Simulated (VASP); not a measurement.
# Mo (Im-3m) in VASP: notebook, part 3 of 3

VASP 6.6.1. Earlier steps stand in the parts before.

**6. Single point, PBE**

This run uses another cell than the first one, of 16.52 Å³/atom, 1.128 times its volume.

File INCAR:

```
SYSTEM = Mo
  ALGO = Normal
  EDIFF = 1E-6
  ENCUT = 500
  GGA = PE
  GGA_COMPAT = .False.
  ISIF = 2
  ISMEAR = 0
  LASPH = .True.
  LCHARG = .False.
  LREAL = .False.
  LWAVE = .False.
  NBANDS = 13
  NELM = 120
  PREC = Accurate
  SIGMA = 0.05
```

File KPOINTS:

```
k-points
0
Gamma
  13 13 13
  0 0 0
```

File POSCAR:

```
Mo
1.0
   -1.6042741090      1.6042741090      1.6042741090
    1.6042741090     -1.6042741090      1.6042741090
    1.6042741090      1.6042741090     -1.6042741090
Mo
1
Direct
    0.0000000000      0.0000000000      0.0000000000
```

Potentials or basis: VASP PAW PBE potentials, release 64 (Mo_sv).

Started as:

```console
> cat potpaw_PBE.64/Mo_sv/POTCAR > POTCAR
> mpirun -np 1 vasp_std > vasp.out
```

OUTCAR:

```text
SYSTEM = Mo
   EDIFF = 1E-6
   ENCUT = 500
   GGA = PE
   ISIF = 2
   ISMEAR = 0
   LASPH = .True.
   LREAL = .False.
   NELM = 120
   PREC = Accurate

 ion  position               nearest neighbor table
   1  0.000  0.000  0.000-

  LATTYP: Found a body centered cubic cell.
 ALAT       =     3.2085482180

  Lattice vectors:

 A1 = (  -1.6042741090,   1.6042741090,   1.6042741090)
 A2 = (   1.6042741090,  -1.6042741090,   1.6042741090)
 A3 = (   1.6042741090,   1.6042741090,  -1.6042741090)

Analysis of symmetry for initial positions (statically):
=====================================================================
 Subroutine PRICEL returns:
 Original cell was already a primitive cell.

 Routine SETGRP: Setting up the symmetry group for a
 body centered cubic supercell.

 Subroutine GETGRP returns: Found 48 space group operations
 (whereof 48 operations were pure point group operations)
 out of a pool of 48 trial point group operations.

The static configuration has the point symmetry O_h .

Analysis of symmetry for dynamics (positions and initial velocities):
=====================================================================
 Subroutine PRICEL returns:
 Original cell was already a primitive cell.

 Routine SETGRP: Setting up the symmetry group for a
 body centered cubic supercell.

 Subroutine GETGRP returns: Found 48 space group operations
 (whereof 48 operations were pure point group operations)
 out of a pool of 48 trial point group operations.

The dynamic configuration has the point symmetry O_h .

 Subroutine INISYM returns: Found 48 space group operations
 (whereof 48 operations are pure point group operations),
 and found     1 'primitive' translations

----------------------------------------------------------------------------------------

                                     Primitive cell

  volume of cell :      16.5157

  direct lattice vectors                    reciprocal lattice vectors
    -1.604274109  1.604274109  1.604274109     0.000000000  0.311667437  0.311667437
     1.604274109 -1.604274109  1.604274109     0.311667437  0.000000000  0.311667437
     1.604274109  1.604274109 -1.604274109     0.311667437  0.311667437  0.000000000

  length of vectors
     2.778684266  2.778684266  2.778684266     0.440764317  0.440764317  0.440764317

  position of ions in fractional coordinates (direct lattice)
     0.000000000  0.000000000  0.000000000

  ion indices of the primitive-cell ions
   primitive index   ion index
                 1           1

----------------------------------------------------------------------------------------

 KPOINTS: k-points

Automatic generation of k-mesh.
 Grid dimensions read from file:
 generate k-points for:   13   13   13

 Generating k-lattice:

  Cartesian coordinates                     Fractional coordinates (reciprocal lattice)
     0.000000000  0.023974418  0.023974418     0.076923077  0.000000000  0.000000000
     0.023974418  0.000000000  0.023974418     0.000000000  0.076923077  0.000000000
     0.023974418  0.023974418  0.000000000     0.000000000  0.000000000  0.076923077

  Length of vectors
     0.033904947  0.033904947  0.033904947

  Shift w.r.t. Gamma in fractional coordinates (k-lattice)
     0.000000000  0.000000000  0.000000000

 Subroutine IBZKPT returns following result:
 ===========================================

 Found     84 irreducible k-points:

 Following reciprocal coordinates:
            Coordinates               Weight
  0.000000  0.000000  0.000000      1.000000
  0.076923  0.000000  0.000000     12.000000
  0.153846  0.000000  0.000000     12.000000
  0.230769  0.000000  0.000000     12.000000
  0.307692  0.000000  0.000000     12.000000
  0.384615  0.000000  0.000000     12.000000
[... 16 lines left out ...]
  0.153846  0.076923  0.076923     24.000000
  0.230769  0.076923  0.076923     24.000000
 [... further k-points ...]
   k-points           NKPTS =     84   k-points in BZ     NKDIM =     84   number of bands    NBANDS=     13
   number of dos      NEDOS =    301   number of ions     NIONS =      1
   total plane-waves  NPLWV =   8000
   dimension x,y,z NGX =    20 NGY =   20 NGZ =   20
   dimension x,y,z NGXF=    40 NGYF=   40 NGZF=   40
   ions per type =               1
   NGX,Y,Z   is equivalent  to a cutoff of  11.97, 11.97, 11.97 a.u.
   NGXF,Y,Z  is equivalent  to a cutoff of  23.93, 23.93, 23.93 a.u.
 SYSTEM =  Mo
   PREC   = accura    normal or accurate (medium, high low for compatibility)
   ISTART =      0    job   : 0-new  1-cont  2-samecut
   ICHARG =      2    charge: 1-file 2-atom 10-const
   ISPIN  =      1    spin polarized calculation?
   LNONCOLLINEAR =      F non collinear calculations
   LSORBIT =      F    spin-orbit coupling
   LASPH  =      T    aspherical Exc in radial PAW
   ENCUT  =  500.0 eV  36.75 Ry    6.06 a.u.   5.07  5.07  5.07*2*pi/ulx,y,z
   NELM   =    120;   NELMIN=  2; NELMDL= -5     # of ELM steps
   EDIFF  = 0.1E-05   stopping-criterion for ELM
   LREAL  =      F    real-space projection
[... 7 lines left out ...]
   TEBEG  =    0.0;   TEEND  =   0.0 temperature during run
   PSTRESS=    0.0 pullay stress
   NELECT =      14.0000    total number of electrons
   NUPDOWN=      -1.0000    fix difference up-down
   EMIN   =  10.00;   EMAX   =-10.00  energy-range for DOS
   EFERMI =   0.00;   METHOD = LEGACY
   ISMEAR =     0;   SIGMA  =   0.05  broadening in eV -4-tet -1-fermi 0-gaus
   EFERMI_NEDOS =   21; number of points for ismear=-14 and -15
   IALGO  =     38    algorithm
   IMIX   =      4    mixing-type and parameters
     AMIX     =   0.40;   BMIX     =  1.00
     AMIX_MAG =   1.60;   BMIX_MAG =  1.00
  volume/ion in A,a.u.               =      16.52       111.45
  Fermi-wavevector in a.u.,A,eV,Ry     =   1.549360  2.927865 32.660998  2.400516
  Thomas-Fermi vector in A             =   2.654178
   LORBIT       =      0    0 simple, 1 ext, 2 COOP (PROOUT), +10 PAW based schemes
   GGA     = PE    functional components
   LHFCALC =     F    Hartree Fock is set to
   AEXX    =    0.0000 exact exchange contribution
   IVDW    =     0    specifies the selected vdW correction
   LEPSILON=     F    determine dielectric tensor
   LRPA    =     F    only Hartree local field effects (RPA)
 non-spin polarized calculation
 Gauss-broadening in eV      SIGMA  =   0.05
  energy-cutoff  :      500.00
  volume of cell :       16.52
 maximum number of plane-waves:       432
   NGX = 11   NGY = 11   NGZ = 11

 number of electron      14.0000003 magnetization

 Free energy of the ion-electron system (eV)
  ---------------------------------------------------
  ext. energy  EPLUGINS =         0.00000000
  ---------------------------------------------------
  free energy    TOTEN  =       -10.91343506 eV

  energy without entropy =      -10.91164059  energy(sigma->0) =      -10.91253783

 E-fermi :  11.8558     XC(G=0): -13.0845

 val. band max:       11.8133403500   @ k =  -0.3077   0.3077   0.1538
 cond. band min:      11.8603638661   @ k =   0.3846   0.0769   0.0000
 fundamental gap:      0.0470235160
 Fermi energy:        11.8558244789

 k-point     1 :       0.0000    0.0000    0.0000
  band No.  band energies     occupation
      1     -49.5648      2.00000
      2     -22.9464      2.00000
      3     -22.9464      2.00000
      4     -22.9464      2.00000
      5       4.6811      2.00000
      6      10.4573      2.00000
      7      10.4573      2.00000
      8      10.4573      2.00000
      9      13.2842      0.00000
     10      13.2842      0.00000
     11      26.4699      0.00000
     12      26.4699      0.00000
     13      26.4699      0.00000

 k-point     2 :       0.0769    0.0000    0.0000
  band No.  band energies     occupation
      1     -49.5529      2.00000
      2     -23.0178      2.00000
      3     -22.9687      2.00000
      4     -22.9469      2.00000
      5       4.9261      2.00000
      6      10.3236      2.00000
      7      10.4337      2.00000
      8      10.6847      2.00000
      9      13.0980      0.00000
     10      13.2892      0.00000
     11      26.6395      0.00000
[... 339 lines left out ...]
 k-point    24 :       0.2308    0.0769    0.0769
  band No.  band energies     occupation
      1     -49.4124      2.00000
      2     -23.7839      2.00000
      3     -23.2031      2.00000
      4     -23.0113      2.00000
      5       7.4017      2.00000
      6       8.9994      2.00000
      7       9.8811      2.00000
      8      13.0829      0.00000
      9      13.5660      0.00000
     10      14.8065      0.00000
     11      25.7936      0.00000
     12      25.8983      0.00000
     13      29.6572      0.00000

 [... further k-points ...]
[... 5 lines left out ...]
  --------------------------------------------------------------------------------------
  -------------------------------------------------------------------------------------
  Total       -1.0512116     -1.0512116     -1.0512116      0.0000000      0.0000000      0.0000000
  in kB     -101.9776547   -101.9776547   -101.9776547      0.0000000      0.0000000      0.0000000
  external PRESSURE =    -101.9776547 kB  Pullay stress =       0.0000000 kB

 VOLUME and BASIS-vectors are now :
 -----------------------------------------------------------------------------
  energy-cutoff  :      500.00
  volume of cell :       16.52
      direct lattice vectors                 reciprocal lattice vectors
    -1.604274109  1.604274109  1.604274109     0.000000000  0.311667437  0.311667437
     1.604274109 -1.604274109  1.604274109     0.311667437  0.000000000  0.311667437
     1.604274109  1.604274109 -1.604274109     0.311667437  0.311667437  0.000000000

 POSITION                                       TOTAL-FORCE (eV/Angst)
 -----------------------------------------------------------------------------------
      0.00000      0.00000      0.00000         0.000000      0.000000      0.000000
 -----------------------------------------------------------------------------------
    total drift:                                0.000000      0.000000      0.000000

  FREE ENERGIE OF THE ION-ELECTRON SYSTEM (eV)
  ---------------------------------------------------
  free  energy   TOTEN  =       -10.9134350644 eV

  energy  without entropy=      -10.9116405869  energy(sigma->0) =      -10.91253783
```

stdout:

```text
POSCAR found type information on POSCAR Mo
 POSCAR found :  1 types and       1 ions
 scaLAPACK will be used
 LDA part: xc-table for (Slater+PW92), standard interpolation
 POSCAR, INCAR and KPOINTS ok, starting setup
 FFT: planning ... GRIDC
 FFT: planning ... GRID_SOFT
 FFT: planning ... GRID
 WAVECAR not read
 entering main loop
```

It took 8.2 s on 1 thread of Intel Xeon Platinum 8375C at 2.90GHz (Ice Lake), shared host; peak memory 0.13 GiB.

What came out:

| Quantity | Value |
| --- | --- |
| Free energy | -10.9134 eV |
| Pressure | -10.2 GPa |
| Band gap on the k mesh | zero (band 7 reaches 15.05 eV, above the bottom of band 8 at 10.46 eV) |

Levels at points of the mesh, in eV from the Fermi level:
```
           k point  band 4  band 5  band 6  band 7  band 8  band 9  band 10  band 11
(0.00, 0.00, 0.00)  -34.80   -7.17   -1.40   -1.40   -1.40    1.43     1.43    14.61
```

**7. Summary**

```csv
cell,gap on the mesh (eV),pressure (GPa)
"a = 2.670 Å, angles 109.5°, 1 atom",none,23.2
"a = 2.698 Å, angles 109.5°, 1 atom",none,12.6
"a = 2.725 Å, angles 109.5°, 1 atom",none,3.7
"a = 2.752 Å, angles 109.5°, 1 atom",none,-3.8
"a = 2.779 Å, angles 109.5°, 1 atom",none,-10.2
```

Alike in all rows: task single point; level PBE; potentials or basis VASP PAW PBE potentials, release 64 (Mo_sv); no spin polarisation; k mesh 13 × 13 × 13; cutoff (eV) 500; smearing gaussian 0.05 eV.

Absolute energies hang on the potentials; compare differences alone.
